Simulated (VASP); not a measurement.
# Sb (I4/mmm) in VASP: a series of runs

Aim: see how the results for Sb move with the level of theory and the settings. Levels: PBEsol, PBE0, RPBE, revPBE. Tasks: single point.

Program: VASP 6.6.1. These are calculated values, not measurements. Logs are shortened: lines on timing, memory, paths and dates and some standing lists are left out, and cuts for length are marked.

### Step 1. The cell of the first run

The structure is tetragonal, space group I4/mmm (No. 139). The conventional cell has a = 3.153 Å, b = 3.153 Å, c = 5.424 Å, α = 90.00°, β = 90.00°, γ = 90.00°. Within 4.1 Å of Sb (site symmetry 4/mmm) lie 12 Sb at 3.15 to 3.51 Å.

### Step 2. Single point, PBEsol, non-collinear spin, zero start, spin-orbit coupling

Input file INCAR:

```
SYSTEM = Sb
PREC = Accurate
ENCUT = 520
EDIFF = 1E-6
ISMEAR = -1
SIGMA = 0.05
LREAL = .False.
LASPH = .True.
NELM = 150
ALGO = Normal
ISIF = 2
LWAVE = .False.
LCHARG = .False.
MAGMOM = 0 0 0
LORBIT = 11
LSORBIT = .True.
GGA_COMPAT = .False.
LORBMOM = .True.
GGA = PS
NBANDS = 16
```

Input file KPOINTS:

```
regular mesh
0
Gamma
  9 9 9
  0 0 0
```

Input file POSCAR:

```
Sb
1.0
   -1.5765401831      1.5765401831      2.7119384313
    1.5765401831     -1.5765401831      2.7119384313
    1.5765401831      1.5765401831     -2.7119384313
Sb
1
Direct
    0.0000000000      0.0000000000      0.0000000000
```

Potentials or basis: VASP PAW PBE potentials, release 64 (Sb).

Run with:

```sh
cat potpaw_PBE.64/Sb/POTCAR > POTCAR
mpirun -np 1 vasp_ncl > vasp.out
```

OUTCAR:

```text
SYSTEM = Sb
   PREC = Accurate
   ENCUT = 520
   EDIFF = 1E-6
   ISMEAR = -1
   LREAL = .False.
   LASPH = .True.
   NELM = 150
   ISIF = 2
   LORBIT = 11
   LSORBIT = .True.
   GGA = PS

 ion  position               nearest neighbor table
   1  0.000  0.000  0.000-

  LATTYP: Found a body centered tetragonal cell.
 ALAT       =     3.1530803662
 C/A-ratio  =     1.7201835135

  Lattice vectors:

 A1 = (  -1.5765401831,   1.5765401831,   2.7119384313)
 A2 = (   1.5765401831,  -1.5765401831,   2.7119384313)
 A3 = (   1.5765401831,   1.5765401831,  -2.7119384313)

Analysis of symmetry for initial positions (statically):
=====================================================================
 Subroutine PRICEL returns:
 Original cell was already a primitive cell.

 Routine SETGRP: Setting up the symmetry group for a
 body centered tetragonal supercell.

 Subroutine GETGRP returns: Found 16 space group operations
 (whereof 16 operations were pure point group operations)
 out of a pool of 16 trial point group operations.

The static configuration has the point symmetry D_4h.

Analysis of symmetry for dynamics (positions and initial velocities):
=====================================================================
 Subroutine PRICEL returns:
 Original cell was already a primitive cell.

 Routine SETGRP: Setting up the symmetry group for a
 body centered tetragonal supercell.

 Subroutine GETGRP returns: Found 16 space group operations
 (whereof 16 operations were pure point group operations)
 out of a pool of 16 trial point group operations.

The dynamic configuration has the point symmetry D_4h.

Analysis of structural, dynamic, and magnetic symmetry:
=====================================================================
 Subroutine PRICEL returns:
 Original cell was already a primitive cell.

 Routine SETGRP: Setting up the symmetry group for a
 body centered tetragonal supercell.

 Subroutine GETGRP returns: Found 16 space group operations
 (whereof 16 operations were pure point group operations)
 out of a pool of 16 trial point group operations.

The overall configuration has the point symmetry D_4h.

 Subroutine INISYM returns: Found 16 space group operations
 (whereof 16 operations are pure point group operations),
 and found     1 'primitive' translations

----------------------------------------------------------------------------------------

                                     Primitive cell

  volume of cell :      26.9619

[... 145 lines left out ...]
  band No.  band energies     occupation
      1      -4.5873      1.00000
      2      -4.5873      1.00000
      3      12.6039      0.00000
      4      12.6039      0.00000
      5      13.8036      0.00000
      6      13.8036      0.00000
[... 433 lines left out ...]
      3       4.1037      1.00000
      4       4.1037      1.00000
      5       6.7873      1.00000
      6       6.7873      1.00000
[... 8 lines left out ...]
     15      23.0297      0.00000
     16      23.0297      0.00000

 [... further k-points ...]
[... 5 lines left out ...]
  --------------------------------------------------------------------------------------
  -------------------------------------------------------------------------------------
  Total       -0.2010714     -0.2010714     -0.0848127      0.0000000     -0.0000000      0.0000000
  in kB      -11.9484340    -11.9484340     -5.0398973      0.0000000     -0.0000000      0.0000000
  external PRESSURE =      -9.6455884 kB  Pullay stress =       0.0000000 kB

 VOLUME and BASIS-vectors are now :
 -----------------------------------------------------------------------------
  energy-cutoff  :      520.00
  volume of cell :       26.96
      direct lattice vectors                 reciprocal lattice vectors
    -1.576540183  1.576540183  2.711938431     0.000000000  0.317150178  0.184369967
     1.576540183 -1.576540183  2.711938431     0.317150178  0.000000000  0.184369967
     1.576540183  1.576540183 -2.711938431     0.317150178  0.317150178  0.000000000

 POSITION                                       TOTAL-FORCE (eV/Angst)
 -----------------------------------------------------------------------------------
      0.00000      0.00000      0.00000         0.000000      0.000000      0.000000
 -----------------------------------------------------------------------------------
    total drift:                                0.000000      0.000000      0.000000

  FREE ENERGIE OF THE ION-ELECTRON SYSTEM (eV)
  ---------------------------------------------------
  free  energy   TOTEN  =        -4.3962517839 eV

  energy  without entropy=       -4.3895109845  energy(sigma->0) =       -4.39288138

 orbital moment (x)

 # of ion     p       d       tot
 ----------------------------------------
  1         0.000   0.000   0.000
 ----------------------------------------
            0.000   0.000   0.000

 orbital moment (y)

 # of ion     p       d       tot
 ----------------------------------------
  1         0.000   0.000   0.000
 ----------------------------------------
            0.000   0.000   0.000

 orbital moment (z)

 # of ion     p       d       tot
 ----------------------------------------
  1         0.000  -0.000  -0.000
 ----------------------------------------
            0.000  -0.000  -0.000

 Spin-Orbit-Coupling matrix elements

 Ion:    1  E_soc:     -0.1414662
 l=   1
     0.0000000    -0.0243886    -0.0212669
    -0.0243886     0.0000000    -0.0243886
    -0.0212669    -0.0243886     0.0000000
 l=   2
     0.0000000    -0.0000362     0.0000000    -0.0000362    -0.0001784
    -0.0000362     0.0000000    -0.0001346    -0.0000524    -0.0000583
     0.0000000    -0.0001346     0.0000000    -0.0001346     0.0000000
    -0.0000362    -0.0000524    -0.0001346     0.0000000    -0.0000583
    -0.0001784    -0.0000583     0.0000000    -0.0000583     0.0000000
 l=   3
     0.0000000     0.0000000     0.0000000     0.0000000     0.0000000     0.0000000     0.0000000
     0.0000000     0.0000000     0.0000000     0.0000000     0.0000000     0.0000000     0.0000000
     0.0000000     0.0000000     0.0000000     0.0000000     0.0000000     0.0000000     0.0000000
     0.0000000     0.0000000     0.0000000     0.0000000     0.0000000     0.0000000     0.0000000
     0.0000000     0.0000000     0.0000000     0.0000000     0.0000000     0.0000000     0.0000000
     0.0000000     0.0000000     0.0000000     0.0000000     0.0000000     0.0000000     0.0000000
     0.0000000     0.0000000     0.0000000     0.0000000     0.0000000     0.0000000     0.0000000

 total charge

# of ion       s       p       d       tot
------------------------------------------
    1        1.251   1.052   0.040   2.343

 magnetization (x)

# of ion       s       p       d       tot
------------------------------------------
    1       -0.000   0.000   0.000  -0.000

 magnetization (y)

# of ion       s       p       d       tot
------------------------------------------
    1        0.000   0.000   0.000   0.000

 magnetization (z)

# of ion       s       p       d       tot
------------------------------------------
    1        0.000   0.000   0.000   0.000
```

stdout:

```text
POSCAR found type information on POSCAR Sb
 POSCAR found :  1 types and       1 ions
 scaLAPACK will be used
 -----------------------------------------------------------------------------
|                                                                             |
|                                                                             |
|     You enforced a specific xc type in the INCAR file but a different       |
|     I HOPE YOU KNOW WHAT YOU ARE DOING!                                     |
|                                                                             |
 -----------------------------------------------------------------------------

 LDA part: xc-table for (Slater+PW92), standard interpolation
 POSCAR, INCAR and KPOINTS ok, starting setup
 FFT: planning ... GRIDC
 FFT: planning ... GRID_SOFT
 FFT: planning ... GRID
 WAVECAR not read
 entering main loop
```

It took 1.8 min on 1 thread of Intel Xeon 8259CL, shared host; peak memory 0.26 GiB.

Results:

```yaml
Free_energy: -4.3963 eV
Pressure: -1.0 GPa
Net_moment: 0.00 μB per cell
Valence_electrons_inside_the_program's_atomic_spheres: Sb 2.34
```

Stress tensor (GPa, compression positive):
```
-1.19  0.00  0.00
 0.00 -1.19  0.00
 0.00  0.00 -0.50
```

Moments on the atoms (μB; x, y, z):
```
Sb  0.00 0.00 0.00
```

Caveat: the PAW data sets were made with another functional, which shifts forces and pressure a little.

### Step 3. Single point, PBE0, non-collinear spin, zero start, spin-orbit coupling

POSCAR is that of step 2.

Input file INCAR.step1:

```
SYSTEM = Sb
PREC = Accurate
ENCUT = 520
EDIFF = 1E-5
ISMEAR = -1
SIGMA = 0.05
LREAL = .FALSE.
LASPH = .TRUE.
NELM = 150
ALGO = Normal
ISIF = 2
LWAVE = .TRUE.
LCHARG = .FALSE.
MAGMOM = 0 0 0
LORBIT = 11
LSORBIT = .TRUE.
GGA_COMPAT = .FALSE.
LORBMOM = .TRUE.
GGA = PE
NBANDS = 16
```

Input file INCAR.step2:

```
SYSTEM = Sb
PREC = Accurate
ENCUT = 520
EDIFF = 1E-6
ISMEAR = -1
SIGMA = 0.05
LREAL = .FALSE.
LASPH = .TRUE.
NELM = 150
ALGO = Normal
ISIF = 2
LWAVE = .FALSE.
LCHARG = .FALSE.
MAGMOM = 0 0 0
LORBIT = 11
LSORBIT = .TRUE.
GGA_COMPAT = .FALSE.
LORBMOM = .TRUE.
GGA = PE
LHFCALC = .TRUE.
AEXX = 0.25
PRECFOCK = Normal
ISTART = 1
NBANDS = 16
```

Input file KPOINTS:

```
Automatic mesh
0
G
  5 5 5
  0 0 0
```

Potentials or basis: VASP PAW PBE potentials, release 64 (Sb).

Run with:

```sh
cat potpaw_PBE.64/Sb/POTCAR > POTCAR
cp INCAR.step1 INCAR
mpirun -np 1 vasp_ncl > vasp.out
cp INCAR.step2 INCAR
mpirun -np 1 vasp_ncl > vasp.out
```

It took 26 min on 1 thread of Intel Xeon Platinum 8488C (Sapphire Rapids), shared host; peak memory 0.24 GiB.

Results (log left out):

```yaml
Free_energy: -5.2296 eV
Pressure: -1.5 GPa
Net_moment: 0.00 μB per cell
Valence_electrons_inside_the_program's_atomic_spheres: Sb 2.49
```

Moments on the atoms (μB; x, y, z):
```
Sb  0.00 0.00 0.00
```

Caveat: the k points lie up to 0.56 Å⁻¹ apart; the PAW data sets were made with another functional, which shifts forces and pressure a little.

(Part 1 of 2 ends here.)
